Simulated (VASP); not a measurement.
KCl, 2 atoms in the cell. It takes space group Fm-3m (No. 225, cubic). The conventional cell has a = 6.293 Å, b = 6.293 Å, c = 6.293 Å, α = 90.00°, β = 90.00°, γ = 90.00°. Within 4.1 Å of K (site symmetry m-3m) lie 6 Cl at 3.15 Å. Within 4.1 Å of Cl (site symmetry m-3m) lie 6 K at 3.15 Å. 

| Quantity | Value |
| --- | --- |
| Program | VASP 6.6.1 |
| Task | single point |
| Functional | PBE-based global hybrid with 15 % exact exchange |
| Potentials or basis | VASP PAW PBE potentials, release 64 (K_sv, Cl) |
| Cutoff | 520 eV |
| k mesh | 4 × 4 × 4 |
| Occupations | fermi-dirac, width 0.05 eV |
| Spin | no spin polarisation |
| Dipole correction | no |
| Grid for exact exchange (PRECFOCK) | Normal |
| Share of exact exchange | 0.15 |
| Further INCAR settings | ALGO = Normal; EDIFF = 1e-06; NBANDS = 15 |

Potentials or basis: VASP PAW PBE potentials, release 64 (K_sv, Cl).

Run with:

```console
$ cat potpaw_PBE.64/K_sv/POTCAR potpaw_PBE.64/Cl/POTCAR > POTCAR
$ cp INCAR.step1 INCAR
$ mpirun -np 1 vasp_std > vasp.out
$ cp INCAR.step2 INCAR
$ mpirun -np 1 vasp_std > vasp.out
```

Hardware: 1 thread of Intel(R) Xeon(R) Platinum 8259CL CPU @ 2.50GHz (Skylake/Cascade Lake) (shared host).

Task: How long does it take, and how much memory?

Result: Wall time 4.7 min on 1 thread of Intel(R) Xeon(R) Platinum 8259CL CPU @ 2.50GHz (Skylake/Cascade Lake), with other jobs on the host, peak memory 0.22 GiB. Counts: k points 8.
